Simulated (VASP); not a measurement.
A run of VASP 6.6.1 is set up as follows.

File INCAR:

```
ALGO = Normal ; DIPOL = 0.5 0.5 0.500
EDIFF = 1E-6 ; ENCUT = 520
GGA = PE ; IDIPOL = 3
ISIF = 2 ; ISMEAR = 0
IVDW = 12 ; LASPH = True
LCHARG = True ; LDIPOL = True
LELF = True ; LREAL = False
LVACPOTAV = True ; LVHAR = True
LWAVE = False ; NBANDS = 12
NELM = 80 ; PREC = Accurate
SIGMA = 0.02
```

Contents of KPOINTS:

```
k-points
0
Gamma
  9 9 1
```

POSCAR

```
P
1.0
    3.3240000000      0.0000000000      0.0000000000
   -1.6620000000      2.8786684422      0.0000000000
    0.0000000000      0.0000000000     28.0000000000
P
2
Direct
    0.3333333333      0.6666666667      0.5000000000
    0.6666666667      0.3333333333      0.5000000000
```

Potentials or basis: VASP PAW PBE potentials, release 64 (P).

Launch:

```console
$ cat potpaw_PBE.64/P/POTCAR > POTCAR
$ mpirun -np 1 vasp_std > vasp.out
```

Question: What does it give for the dispersion energy per atom?

Answer: -0.213 eV.

Question: Predict the band gap on the k mesh.

Answer: Zero (band 5 reaches -1.94 eV, above the bottom of band 6 at -3.73 eV).
